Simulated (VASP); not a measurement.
# CdSe (gw) (Imm2) in VASP: single point with PBEsol

Aim: the single point of CdSe (gw) with PBEsol.

Program: VASP 6.6.1. These are calculated values, not measurements. Logs are shortened: lines on timing, memory, paths and dates and some standing lists are left out, and cuts for length are marked.

## Step 1: The cell of the first run

Symmetry: Imm2, No. 44, orthorhombic system. Conventional cell: a = 4.258 Å, b = 4.344 Å, c = 6.143 Å, α = 90.00°, β = 90.00°, γ = 90.00°. Cd (site symmetry mm2) has 4 Se at 2.64 to 2.65 Å within 3.5 Å. Se (site symmetry mm2) has 4 Cd at 2.64 to 2.65 Å within 3.5 Å.

## Step 2: Single point, PBEsol

The input, INCAR:

```
ALGO     = Normal         # electronic algorithm
EDIFF    = 1E-6           # SCF threshold, eV
ENCUT    = 500            # plane-wave cutoff, eV
GGA      = PS             # functional
GGA_COMPAT= False        
ISIF     = 2              # what is computed and relaxed
ISMEAR   = 0              # smearing method
LASPH    = True           # aspherical terms in the spheres
LCHARG   = False          # write CHGCAR
LREAL    = False          # projectors in reciprocal space
LWAVE    = False          # write WAVECAR
NBANDS   = 16             # bands
NELM     = 120            # most SCF steps
PREC     = Accurate       # precision mode
SIGMA    = 0.01           # smearing width, eV
```

The input, KPOINTS:

```
k-points
0
Gamma
  4 4 4
```

The input, POSCAR:

```
CdSe
1.0
   -0.0303637661      3.0410379988      3.0714017650
    3.0410379988     -0.0303637661      3.0714017650
    3.0106742327      3.0106742327      0.0000000000
Cd Se
1 1
Direct
   -0.0020313925     -0.0020313925      0.0020313925
    0.2520313925      0.2520313925      0.2479686075
```

Potentials or basis: VASP PAW PBE potentials, release 64 (Cd, Se).

Command:

```console
$ cat potpaw_PBE.64/Cd/POTCAR potpaw_PBE.64/Se/POTCAR > POTCAR
$ mpirun -np 1 vasp_std > vasp.out
```

OUTCAR:

```text
EDIFF = 1E-6
   ENCUT = 500
   GGA = PS
   ISIF = 2
   ISMEAR = 0
   LASPH = True
   LREAL = False
   NELM = 120
   PREC = Accurate

 ion  position               nearest neighbor table
   1  0.998  0.998  0.002-   2 2.64   2 2.64   2 2.65   2 2.65
   2  0.252  0.252  0.248-   1 2.64   1 2.64   1 2.65   1 2.65

  LATTYP: Found a body centered orthorhombic cell.
 ALAT       =     4.2577363318
 B/A-ratio  =     1.0201707417
 C/A-ratio  =     1.4427392989

  Lattice vectors:

 A1 = (   0.0303637661,  -3.0410379988,  -3.0714017650)
 A2 = (  -0.0303637661,   3.0410379988,  -3.0714017650)
 A3 = (   3.0410379988,  -0.0303637661,   3.0714017650)

Analysis of symmetry for initial positions (statically):
=====================================================================
 Subroutine PRICEL returns:
 Original cell was already a primitive cell.

 Routine SETGRP: Setting up the symmetry group for a
 body centered orthorhombic supercell.

 Subroutine GETGRP returns: Found  4 space group operations
 (whereof  4 operations were pure point group operations)
 out of a pool of  8 trial point group operations.

The static configuration has the point symmetry C_2v.

Analysis of symmetry for dynamics (positions and initial velocities):
=====================================================================
 Subroutine PRICEL returns:
 Original cell was already a primitive cell.

 Routine SETGRP: Setting up the symmetry group for a
 body centered orthorhombic supercell.

 Subroutine GETGRP returns: Found  4 space group operations
 (whereof  4 operations were pure point group operations)
 out of a pool of  8 trial point group operations.

The dynamic configuration has the point symmetry C_2v.

 Subroutine INISYM returns: Found  4 space group operations
 (whereof  4 operations are pure point group operations),
 and found     1 'primitive' translations

----------------------------------------------------------------------------------------

                                     Primitive cell

  volume of cell :      56.8024

  direct lattice vectors                    reciprocal lattice vectors
    -0.030363766  3.041037999  3.071401765    -0.162792118  0.162792118  0.162792118
     3.041037999 -0.030363766  3.071401765     0.162792118 -0.162792118  0.162792118
     3.010674233  3.010674233  0.000000000     0.166075756  0.166075756 -0.162792118

  length of vectors
[... 74 lines left out ...]
   NELM   =    120;   NELMIN=  2; NELMDL= -5     # of ELM steps
   EDIFF  = 0.1E-05   stopping-criterion for ELM
   LREAL  =      F    real-space projection
   EDIFFG = 0.1E-04   stopping-criterion for IOM
   NSW    =      0    number of steps for IOM
   IBRION =     -1    ionic relax: 0-MD 1-quasi-New 2-CG
   NFREE  =      0    steps in history (QN), initial steepest desc. (CG)
   ISIF   =      2    stress and relaxation
   ISYM   =      2    0-nonsym 1-usesym 2-fastsym
   POTIM  = 0.5000    time-step for ionic-motion
   TEBEG  =    0.0;   TEEND  =   0.0 temperature during run
   PSTRESS=    0.0 pullay stress
   NELECT =      18.0000    total number of electrons
   NUPDOWN=      -1.0000    fix difference up-down
   EMIN   =  10.00;   EMAX   =-10.00  energy-range for DOS
   EFERMI =   0.00;   METHOD = LEGACY
   ISMEAR =     0;   SIGMA  =   0.01  broadening in eV -4-tet -1-fermi 0-gaus
   EFERMI_NEDOS =   21; number of points for ismear=-14 and -15
   IALGO  =     38    algorithm
   IMIX   =      4    mixing-type and parameters
     AMIX     =   0.40;   BMIX     =  1.00
     AMIX_MAG =   1.60;   BMIX_MAG =  1.00
  volume/ion in A,a.u.               =      28.40       191.66
  Fermi-wavevector in a.u.,A,eV,Ry     =   1.116118  2.109157 16.949032  1.245719
  Thomas-Fermi vector in A             =   2.252729
   LORBIT       =      0    0 simple, 1 ext, 2 COOP (PROOUT), +10 PAW based schemes
   GGA     = PS    functional components
   LHFCALC =     F    Hartree Fock is set to
   AEXX    =    0.0000 exact exchange contribution
   IVDW    =     0    specifies the selected vdW correction
   LEPSILON=     F    determine dielectric tensor
   LRPA    =     F    only Hartree local field effects (RPA)
 non-spin polarized calculation
 Gauss-broadening in eV      SIGMA  =   0.01
  energy-cutoff  :      500.00
  volume of cell :       56.80
 maximum number of plane-waves:      1456
   NGX = 15   NGY = 15   NGZ = 15

 number of electron      18.0000002 magnetization

 Free energy of the ion-electron system (eV)
  ---------------------------------------------------
  ext. energy  EPLUGINS =         0.00000000
  ---------------------------------------------------
  free energy    TOTEN  =        -6.12310696 eV

  energy without entropy =       -6.12310696  energy(sigma->0) =       -6.12310696

 E-fermi :   0.8710     XC(G=0):  -9.0434

 val. band max:        0.8220835343   @ k =   0.0000   0.0000   0.0000
 cond. band min:       1.2102613973   @ k =   0.0000   0.0000   0.0000
 fundamental gap:      0.3881778630
 Fermi energy:         0.8709600301

 k-point     1 :       0.0000    0.0000    0.0000
  band No.  band energies     occupation
      1     -11.7969      2.00000
      2      -7.1471      2.00000
      3      -7.1468      2.00000
      4      -7.1375      2.00000
      5      -6.7782      2.00000
      6      -6.7751      2.00000
[... 319 lines left out ...]
      3      -6.9595      2.00000
      4      -6.8106      2.00000
      5      -6.7729      2.00000
      6      -6.2980      2.00000
[... 8 lines left out ...]
     15      13.2848      0.00000
     16      13.6093      0.00000

------------------------ aborting loop because EDIFF is reached ----------------------------------------

  FORCE on cell =-STRESS in cart. coord.  units (eV):
  Direction    XX          YY          ZZ          XY          YZ          ZX
  --------------------------------------------------------------------------------------
  -------------------------------------------------------------------------------------
  Total        0.0248061      0.0248061     -0.0419394      0.1582779      0.0000000      0.0000000
  in kB        0.6996841      0.6996841     -1.1829493      4.4644068      0.0000000      0.0000000
  external PRESSURE =       0.0721396 kB  Pullay stress =       0.0000000 kB

 VOLUME and BASIS-vectors are now :
 -----------------------------------------------------------------------------
  energy-cutoff  :      500.00
  volume of cell :       56.80
      direct lattice vectors                 reciprocal lattice vectors
    -0.030363766  3.041037999  3.071401765    -0.162792118  0.162792118  0.162792118
     3.041037999 -0.030363766  3.071401765     0.162792118 -0.162792118  0.162792118
     3.010674233  3.010674233  0.000000000     0.166075756  0.166075756 -0.162792118

 POSITION                                       TOTAL-FORCE (eV/Angst)
 -----------------------------------------------------------------------------------
      3.01067      3.01067      6.13033        -0.000000     -0.000000      0.000455
      1.50534      1.50534      1.54818         0.000000      0.000000     -0.000455
 -----------------------------------------------------------------------------------
    total drift:                               -0.000000     -0.000000      0.000248

  FREE ENERGIE OF THE ION-ELECTRON SYSTEM (eV)
  ---------------------------------------------------
  free  energy   TOTEN  =        -6.1231069648 eV

  energy  without entropy=       -6.1231069648  energy(sigma->0) =       -6.12310696
```

OSZICAR:

```text
N       E                     dE             d eps       ncg     rms          rms(c)
DAV:   1     0.102205073852E+03    0.10221E+03   -0.85554E+03   600   0.976E+02
DAV:   2    -0.266753426543E+01   -0.10487E+03   -0.98161E+02   728   0.238E+02
DAV:   3    -0.650614646552E+01   -0.38386E+01   -0.38344E+01   696   0.477E+01
DAV:   4    -0.652199611018E+01   -0.15850E-01   -0.15849E-01   776   0.311E+00
DAV:   5    -0.652209794301E+01   -0.10183E-03   -0.10183E-03   672   0.214E-01    0.587E+00
DAV:   6    -0.614950616989E+01    0.37259E+00   -0.58494E-01   848   0.979E+00    0.476E+00
DAV:   7    -0.612420879706E+01    0.25297E-01   -0.13785E-01   696   0.253E+00    0.217E+00
DAV:   8    -0.612312143645E+01    0.10874E-02   -0.14421E-02   720   0.145E+00    0.221E-01
DAV:   9    -0.612304718065E+01    0.74256E-04   -0.14792E-03   704   0.513E-01    0.476E-02
DAV:  10    -0.612307743416E+01   -0.30254E-04   -0.15994E-04   728   0.162E-01    0.405E-02
DAV:  11    -0.612310742882E+01   -0.29995E-04   -0.50668E-05   680   0.504E-02    0.169E-02
DAV:  12    -0.612310696482E+01    0.46400E-06   -0.15803E-06   624   0.164E-02
   1 F= -.61231070E+01 E0= -.61231070E+01  d E =-.371820E-14
```

Wall time 22 s (1 thread of AMD EPYC 7R13, shared host); peak memory 0.15 GiB.

What came out:

```
Free energy            : -6.1231 eV
Pressure               : 0.0 GPa
Band gap on the k mesh : 0.39 eV, direct
```

Caveat: the k points lie up to 0.45 Å⁻¹ apart; the PAW data sets were made with another functional, which shifts forces and pressure a little.
